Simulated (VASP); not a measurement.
A run of VASP 6.6.1 is set up as follows.

The input INCAR:

```
SYSTEM = AlN
  ALGO = Normal
  EDIFF = 1E-7
  ENCUT = 520
  GGA = PE
  ISIF = 2
  ISMEAR = 0
  LASPH = .True.
  LCHARG = .True.
  LELF = .True.
  LREAL = .False.
  LVHAR = .True.
  LWAVE = .False.
  NBANDS = 11
  NELM = 80
  PREC = Accurate
  SIGMA = 0.05
```

File KPOINTS:

```
k-points
0
Gamma
  10 10 10
  0 0 0
```

Contents of POSCAR:

```
AlN
1.0
    0.0000000000      2.2012588983      2.2012588983
    2.2012588983      0.0000000000      2.2012588983
    2.2012588983      2.2012588983      0.0000000000
Al N
1 1
Direct
    0.0000000000      0.0000000000      0.0000000000
    0.7500000000      0.7500000000      0.7500000000
```

Potentials or basis: VASP PAW PBE potentials, release 64 (Al, N).

Launch:

```console
$ cat potpaw_PBE.64/Al/POTCAR potpaw_PBE.64/N/POTCAR > POTCAR
$ mpirun -np 1 vasp_std > vasp.out
```

(1) What does it give for the pressure?

(2) What does it give for the band gap on the k mesh?

Answers

(1) -0.2 GPa.

(2) 3.31 eV (least direct gap 3.99 eV).
